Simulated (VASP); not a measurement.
**SiC20: single point with LDA**

The system is SiC20, a slab with vacuum.

```
C Si
1.0
     4.88864    0.00000    0.00000
     0.00000    6.73206    0.00000
     0.00000    0.00000   19.87793
C Si
20 1
Cartesian
  0.9159 5.0490 4.0000
  3.3602 5.0490 4.0000
  1.5265 1.6831 4.3528
  3.9709 1.6831 4.3528
  0.3043 1.6831 5.0587
  2.7486 1.6831 5.0587
  0.9150 5.0490 5.4115
  3.3593 5.0490 5.4115
  2.1371 5.0490 6.1174
  4.5814 5.0490 6.1174
  0.1600 1.7460 6.4961
  2.6043 1.7460 6.4961
  1.3583 1.9393 7.1844
  3.8026 1.9393 7.1844
  2.2543 4.5843 7.4464
  4.6986 4.5843 7.4464
  1.0516 4.0433 7.9315
  3.4960 4.0433 7.9315
  1.2018 2.7186 8.3779
  3.6461 2.7186 8.3779
  1.8129 7.7677 8.9754
```

```yaml
Program: VASP 6.6.1
Task: single point
Functional: LDA
Potentials_or_basis: VASP PAW LDA potentials, release 64 (C, Si)
Cutoff: 520 eV
k_mesh: 6 × 4 × 1
Occupations: gaussian, width 0.1 eV
Spin: no spin polarisation
Dipole_correction: yes
Further_INCAR_settings: LREAL = Auto; ALGO = Normal; EDIFF = 1e-06; NBANDS = 58
```

```yaml
Largest_force: 3.100 eV/Å
Band_gap_on_the_k_mesh: zero (bands 42 and 43 overlap by 0.12 eV)
```

Forces on the atoms (eV/Å):
```
C    0.159 -0.089  1.162
C    0.083 -0.031  1.300
C   -0.188  0.312  1.825
C   -0.119 -0.100  1.797
C   -1.128 -0.445 -1.872
C   -1.082 -0.666 -1.881
C    0.043  1.056 -1.874
C    0.114  1.088 -2.104
C    1.122 -0.457  0.640
C    1.040 -0.468  0.343
C   -1.058  0.087 -0.298
C    0.799  0.510 -0.997
C    0.767 -2.129 -1.320
C    1.020 -0.563 -1.297
C   -0.280 -0.002 -0.214
C    0.196 -0.351  0.029
C   -0.154  1.061  0.139
C   -0.378  0.003  0.428
C   -0.503 -0.255  3.048
C   -0.492 -0.578  1.142
Si   0.037  2.017  0.003
```

Levels at points of the mesh, in eV from the Fermi level:
```csv
k point,band 38,band 39,band 40,band 41,band 42,band 43,band 44,band 45,band 46,band 47
"(0.00, 0.00, 0.00)",-1.45,-1.26,-0.66,-0.62,-0.16,0.03,0.30,0.51,0.92,1.30
"(0.50, 0.00, 0.00)",-1.94,-1.82,-0.51,-0.33,0.06,0.17,0.48,1.27,1.36,1.77
"(0.00, 0.50, 0.00)",-1.58,-1.26,-0.70,-0.56,-0.29,-0.05,0.29,0.59,0.88,1.37
"(0.50, 0.50, 0.00)",-1.90,-1.85,-0.41,-0.15,0.02,0.15,0.70,1.10,1.33,1.77
```

It took 15 min on 1 thread of Intel(R) Xeon(R) 6975P-C (Granite Rapids) (shared host), peak memory 0.64 GiB.
